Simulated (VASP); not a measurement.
# Li3Lu (R-3m) in VASP: single point with PBE

Aim: the single point of Li3Lu with PBE.

All numbers are computed with VASP 6.6.1; they aren't measurements. Logs are shortened: lines on timing, memory, paths and dates and some standing lists are left out, and cuts for length are marked.

### 1 The cell of the first run

Symmetry: R-3m, No. 166, trigonal system. The conventional cell has a = 4.995 Å, b = 4.995 Å, c = 9.077 Å, α = 90.00°, β = 90.00°, γ = 120.00°. Li (site symmetry -3m) has 8 Li at 2.31 to 2.97 Å within 3.0 Å. Li (site symmetry 3m) has 4 Lu at 2.23 to 2.99 Å and 4 Li at 2.31 to 2.97 Å within 3.0 Å. Within 3.0 Å of Lu (site symmetry -3m) lie 8 Li at 2.23 to 2.99 Å.

The cell was generated, and may not be a known phase.

### 2 Single point, PBE

Input file INCAR:

```
SYSTEM = Li3Lu
PREC = Accurate
ENCUT = 520
EDIFF = 1E-6
ISMEAR = 0
SIGMA = 0.1
LREAL = .FALSE.
LASPH = .TRUE.
NELM = 60
ALGO = Normal
ISIF = 2
LWAVE = .FALSE.
LCHARG = .TRUE.
GGA = PE
LELF = .TRUE.
LVHAR = .TRUE.
NBANDS = 25
```

Input file KPOINTS:

```
Automatic mesh
0
G
  6 6 6
  0 0 0
```

Input file POSCAR:

```
Li3Lu
1.0
    2.4976973900      1.4420462600      3.0257532800
   -2.4976973900      1.4420462600      3.0257532800
    0.0000000000     -2.8840925200      3.0257532800
Li Lu
3 1
Direct
    0.5000000000      0.5000000000      0.5000000000
    0.7540314300      0.7540314300      0.7540314300
    0.2459685700      0.2459685700      0.2459685700
    0.0000000000      0.0000000000      0.0000000000
```

Potentials or basis: VASP PAW PBE potentials, release 64 (Li_sv, Lu).

On the command line:

```sh
$ cat potpaw_PBE.64/Li_sv/POTCAR potpaw_PBE.64/Lu/POTCAR > POTCAR
$ mpirun -np 1 vasp_std > vasp.out
```

OUTCAR:

```text
SYSTEM = Li3Lu
   PREC = Accurate
   ENCUT = 520
   EDIFF = 1E-6
   ISMEAR = 0
   LREAL = .FALSE.
   LASPH = .TRUE.
   NELM = 60
   ISIF = 2
   GGA = PE

 ion  position               nearest neighbor table
   1  0.500  0.500  0.500-   2 2.31   3 2.31
   2  0.754  0.754  0.754-   4 2.23   1 2.31   4 2.99   4 2.99   4 2.99
   3  0.246  0.246  0.246-   4 2.23   1 2.31   4 2.99   4 2.99   4 2.99
   4  0.000  0.000  0.000-   2 2.23   3 2.23   2 2.99   3 2.99   2 2.99   2 2.99   3 2.99   3 2.99

  LATTYP: Found a trigonal (rhomboedric) cell.
 ALAT       =     4.1800924128
 COS(alpha) =     0.2859347982

  Lattice vectors:

 A1 = (   2.4976973900,   1.4420462600,   3.0257532800)
 A2 = (  -2.4976973900,   1.4420462600,   3.0257532800)
 A3 = (   0.0000000000,  -2.8840925200,   3.0257532800)

Analysis of symmetry for initial positions (statically):
=====================================================================
 Subroutine PRICEL returns:
 Original cell was already a primitive cell.

 Routine SETGRP: Setting up the symmetry group for a
 trigonal (rhombohedral) supercell.

 Subroutine GETGRP returns: Found 12 space group operations
 (whereof 12 operations were pure point group operations)
 out of a pool of 12 trial point group operations.

The static configuration has the point symmetry D_3d.

Analysis of symmetry for dynamics (positions and initial velocities):
=====================================================================
 Subroutine PRICEL returns:
 Original cell was already a primitive cell.

 Routine SETGRP: Setting up the symmetry group for a
 trigonal (rhombohedral) supercell.

 Subroutine GETGRP returns: Found 12 space group operations
 (whereof 12 operations were pure point group operations)
 out of a pool of 12 trial point group operations.

The dynamic configuration has the point symmetry D_3d.

 Subroutine INISYM returns: Found 12 space group operations
 (whereof 12 operations are pure point group operations),
 and found     1 'primitive' translations

----------------------------------------------------------------------------------------

                                     Primitive cell

  volume of cell :      65.3889

  direct lattice vectors                    reciprocal lattice vectors
     2.497697390  1.442046260  3.025753280     0.200184379  0.115576505  0.110165404
    -2.497697390  1.442046260  3.025753280    -0.200184379  0.115576505  0.110165404
     0.000000000 -2.884092520  3.025753280     0.000000000 -0.231153010  0.110165404

  length of vectors
     4.180092413  4.180092413  4.180092412     0.256062747  0.256062747  0.256062747

  position of ions in fractional coordinates (direct lattice)
     0.500000000  0.500000000  0.500000000
     0.754031430  0.754031430  0.754031430
     0.245968570  0.245968570  0.245968570
     0.000000000  0.000000000  0.000000000

  ion indices of the primitive-cell ions
   primitive index   ion index
                 1           1
                 2           2
                 3           3
                 4           4

----------------------------------------------------------------------------------------

 KPOINTS: Automatic mesh

Automatic generation of k-mesh.
 Grid dimensions read from file:
 generate k-points for:    6    6    6

 Generating k-lattice:

  Cartesian coordinates                     Fractional coordinates (reciprocal lattice)
     0.033364063  0.019262751  0.018360901     0.166666667  0.000000000 -0.000000000
    -0.033364063  0.019262751  0.018360901     0.000000000  0.166666667 -0.000000000
     0.000000000 -0.038525502  0.018360901    -0.000000000 -0.000000000  0.166666667

  Length of vectors
     0.042677124  0.042677124  0.042677124

  Shift w.r.t. Gamma in fractional coordinates (k-lattice)
     0.000000000  0.000000000  0.000000000

 Subroutine IBZKPT returns following result:
 ===========================================

 Found     32 irreducible k-points:

 Following reciprocal coordinates:
            Coordinates               Weight
  0.000000  0.000000  0.000000      1.000000
  0.166667 -0.000000  0.000000      6.000000
  0.333333  0.000000 -0.000000      6.000000
  0.500000  0.000000  0.000000      3.000000
  0.166667  0.166667  0.000000      6.000000
  0.333333  0.166667  0.000000     12.000000
[... 16 lines left out ...]
  0.500000  0.500000  0.166667      6.000000
 -0.333333  0.500000  0.166667     12.000000
 [... further k-points ...]
   k-points           NKPTS =     32   k-points in BZ     NKDIM =     32   number of bands    NBANDS=     25
   number of dos      NEDOS =    301   number of ions     NIONS =      4
   total plane-waves  NPLWV =  32768
   dimension x,y,z NGX =    32 NGY =   32 NGZ =   32
   dimension x,y,z NGXF=    64 NGYF=   64 NGZF=   64
   ions per type =               3   1
   NGX,Y,Z   is equivalent  to a cutoff of  12.73, 12.73, 12.73 a.u.
   NGXF,Y,Z  is equivalent  to a cutoff of  25.45, 25.45, 25.45 a.u.
 SYSTEM =  Li3Lu
   PREC   = accura    normal or accurate (medium, high low for compatibility)
   ISTART =      0    job   : 0-new  1-cont  2-samecut
   ICHARG =      2    charge: 1-file 2-atom 10-const
   ISPIN  =      1    spin polarized calculation?
   LNONCOLLINEAR =      F non collinear calculations
   LSORBIT =      F    spin-orbit coupling
   LASPH  =      T    aspherical Exc in radial PAW
   ENCUT  =  520.0 eV  38.22 Ry    6.18 a.u.   7.77  7.77  7.77*2*pi/ulx,y,z
   NELM   =     60;   NELMIN=  2; NELMDL= -5     # of ELM steps
   EDIFF  = 0.1E-05   stopping-criterion for ELM
   LREAL  =      F    real-space projection
   EDIFFG = 0.1E-04   stopping-criterion for IOM
   NSW    =      0    number of steps for IOM
   IBRION =     -1    ionic relax: 0-MD 1-quasi-New 2-CG
   NFREE  =      0    steps in history (QN), initial steepest desc. (CG)
   ISIF   =      2    stress and relaxation
   ISYM   =      2    0-nonsym 1-usesym 2-fastsym
   POTIM  = 0.5000    time-step for ionic-motion
   TEBEG  =    0.0;   TEEND  =   0.0 temperature during run
   PSTRESS=    0.0 pullay stress
   NELECT =      34.0000    total number of electrons
   NUPDOWN=      -1.0000    fix difference up-down
   EMIN   =  10.00;   EMAX   =-10.00  energy-range for DOS
   EFERMI =   0.00;   METHOD = LEGACY
   ISMEAR =     0;   SIGMA  =   0.10  broadening in eV -4-tet -1-fermi 0-gaus
   EFERMI_NEDOS =   21; number of points for ismear=-14 and -15
   IALGO  =     38    algorithm
   IMIX   =      4    mixing-type and parameters
     AMIX     =   0.40;   BMIX     =  1.00
     AMIX_MAG =   1.60;   BMIX_MAG =  1.00
  volume/ion in A,a.u.               =      16.35       110.32
  Fermi-wavevector in a.u.,A,eV,Ry     =   1.316436  2.487704 23.578961  1.733005
  Thomas-Fermi vector in A             =   2.446549
   LORBIT       =      0    0 simple, 1 ext, 2 COOP (PROOUT), +10 PAW based schemes
   GGA     = PE    functional components
   LHFCALC =     F    Hartree Fock is set to
   AEXX    =    0.0000 exact exchange contribution
   IVDW    =     0    specifies the selected vdW correction
   LEPSILON=     F    determine dielectric tensor
   LRPA    =     F    only Hartree local field effects (RPA)
 non-spin polarized calculation
 Gauss-broadening in eV      SIGMA  =   0.10
  energy-cutoff  :      520.00
  volume of cell :       65.39
 maximum number of plane-waves:      1782
   NGX = 15   NGY = 15   NGZ = 15

 number of electron      33.9999996 magnetization

 Free energy of the ion-electron system (eV)
  ---------------------------------------------------
  ext. energy  EPLUGINS =         0.00000000
  ---------------------------------------------------
  free energy    TOTEN  =        -7.82585283 eV

  energy without entropy =       -7.81936053  energy(sigma->0) =       -7.82260668

 E-fermi :   2.1377     XC(G=0):  -9.4042

 val. band max:        2.1199234087   @ k =  -0.3333   0.5000   0.3333
 cond. band min:       2.1935890252   @ k =  -0.3333   0.3333   0.3333
 fundamental gap:      0.0736656165
 Fermi energy:         2.1377190773

 k-point     1 :       0.0000    0.0000    0.0000
  band No.  band energies     occupation
      1     -54.4183      2.00000
      2     -44.1077      2.00000
      3     -44.1017      2.00000
      4     -43.2926      2.00000
      5     -25.3338      2.00000
      6     -24.9638      2.00000
[... 17 lines left out ...]
     24      10.1723      0.00000
     25      10.1723      0.00000

 k-point     2 :       0.1667   -0.0000    0.0000
  band No.  band energies     occupation
      1     -54.4180      2.00000
      2     -44.1079      2.00000
      3     -44.1016      2.00000
      4     -43.2928      2.00000
      5     -25.3374      2.00000
      6     -24.9691      2.00000
[... 17 lines left out ...]
     24       9.1917      0.00000
     25       9.3868      0.00000

 k-point     3 :       0.3333    0.0000   -0.0000
  band No.  band energies     occupation
      1     -54.4176      2.00000
      2     -44.1084      2.00000
      3     -44.1013      2.00000
      4     -43.2931      2.00000
      5     -25.3449      2.00000
      6     -24.9795      2.00000
[... 17 lines left out ...]
     24       9.0641      0.00000
     25       9.4496      0.00000

 k-point     4 :       0.5000    0.0000    0.0000
  band No.  band energies     occupation
      1     -54.4174      2.00000
      2     -44.1086      2.00000
      3     -44.1011      2.00000
      4     -43.2933      2.00000
      5     -25.3488      2.00000
      6     -24.9846      2.00000
[... 17 lines left out ...]
     24       9.6802      0.00000
     25      10.0540      0.00000
[... 477 lines left out ...]
 k-point    22 :      -0.1667    0.3333    0.1667
  band No.  band energies     occupation
      1     -54.4172      2.00000
      2     -44.1081      2.00000
      3     -44.1016      2.00000
      4     -43.2934      2.00000
      5     -25.3521      2.00000
      6     -24.9802      2.00000
[... 17 lines left out ...]
     24       9.6740      0.00000
     25      10.1624      0.00000

 k-point    23 :       0.5000    0.5000    0.1667
  band No.  band energies     occupation
      1     -54.4164      2.00000
      2     -44.1089      2.00000
      3     -44.1011      2.00000
      4     -43.2938      2.00000
      5     -25.3671      2.00000
      6     -24.9881      2.00000
[... 17 lines left out ...]
     24       9.4905      0.00000
     25      10.7962      0.00000

 k-point    24 :      -0.3333    0.5000    0.1667
  band No.  band energies     occupation
      1     -54.4166      2.00000
      2     -44.1087      2.00000
      3     -44.1011      2.00000
      4     -43.2937      2.00000
      5     -25.3633      2.00000
      6     -24.9863      2.00000
[... 17 lines left out ...]
     24      10.0261      0.00000
     25      10.7984      0.00000

 [... further k-points ...]

------------------------ aborting loop because EDIFF is reached ----------------------------------------

  FORCE on cell =-STRESS in cart. coord.  units (eV):
  Direction    XX          YY          ZZ          XY          YZ          ZX
  --------------------------------------------------------------------------------------
  -------------------------------------------------------------------------------------
  Total        0.8821574      0.8821574     10.3573018      0.0000000      0.0000000      0.0000000
  in kB       21.6148821     21.6148821    253.7776900      0.0000000      0.0000000      0.0000000
  external PRESSURE =      99.0024848 kB  Pullay stress =       0.0000000 kB

 VOLUME and BASIS-vectors are now :
 -----------------------------------------------------------------------------
  energy-cutoff  :      520.00
  volume of cell :       65.39
      direct lattice vectors                 reciprocal lattice vectors
     2.497697390  1.442046260  3.025753280     0.200184379  0.115576505  0.110165404
    -2.497697390  1.442046260  3.025753280    -0.200184379  0.115576505  0.110165404
     0.000000000 -2.884092520  3.025753280     0.000000000 -0.231153010  0.110165404

 POSITION                                       TOTAL-FORCE (eV/Angst)
 -----------------------------------------------------------------------------------
      0.00000      0.00000      4.53863        -0.000000      0.000000     -0.000000
      0.00000      0.00000      6.84454         0.000000      0.000000     -1.406931
      0.00000      0.00000      2.23272         0.000000      0.000000      1.406931
      0.00000      0.00000      0.00000         0.000000      0.000000     -0.000000
 -----------------------------------------------------------------------------------
    total drift:                               -0.000000     -0.000000     -0.000000

  FREE ENERGIE OF THE ION-ELECTRON SYSTEM (eV)
  ---------------------------------------------------
  free  energy   TOTEN  =        -7.8258528347 eV

  energy  without entropy=       -7.8193605268  energy(sigma->0) =       -7.82260668
```

Wall time 90 s (1 thread of AMD EPYC 7R13, shared host); peak memory 0.18 GiB.

What came out:

| Property | Result |
| --- | --- |
| Free energy | -7.8259 eV |
| Largest force | 1.407 eV/Å |
| Band gap on the k mesh | zero (bands 17 and 18 overlap by 0.39 eV) |

Forces on the atoms (eV/Å):
```
Li   0.000  0.000  0.000
Li   0.000  0.000 -1.407
Li   0.000  0.000  1.407
Lu   0.000  0.000  0.000
```

Caveat: the cutoff is under 1.25 times the usual one of these potentials, so pressure, stress and relaxed cells hold a basis-set (Pulay) error; spin-orbit coupling is left out, which moves the levels of the heavy elements; forces of over 1 eV/Å act on the atoms, so gaps and moduli don't describe the material at rest.

The gap in the log of VASP goes by the Fermi energy; the results here count the filled bands.